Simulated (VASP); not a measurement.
Here is a VASP 6.6.1 calculation.

Contents of INCAR:

```
PREC = Accurate
ENCUT = 520
EDIFF = 1E-6
ISMEAR = -1
SIGMA = 0.1
LREAL = False
LASPH = True
NELM = 100
ALGO = Normal
ISIF = 2
LWAVE = False
LCHARG = False
GGA = RP
NBANDS = 21
```

KPOINTS

```
Automatic mesh
0
Gamma
  11 11 11
```

Contents of POSCAR:

```
Mo
1.0
    0.0000000000      2.8257474988      2.8257474988
    2.8257474988      0.0000000000      2.8257474988
    2.8257474988      2.8257474988      0.0000000000
Mo
2
Direct
    0.1250000000      0.1250000000      0.1250000000
    0.8750000000      0.8750000000      0.8750000000
```

Potentials or basis: VASP PAW PBE potentials, release 64 (Mo_sv).

The run is started by

```console
$ cat potpaw_PBE.64/Mo_sv/POTCAR > POTCAR
$ mpirun -np 1 vasp_std > vasp.out
```

Task: Predict the band gap on the k mesh.

Result: Zero (bands 14 and 15 overlap by 0.45 eV).

Task: Estimate the pressure.

Result: 4.8 GPa.

Caveat: the cell stands under pressure; the PAW data sets were made with another functional, which shifts forces and pressure a little.
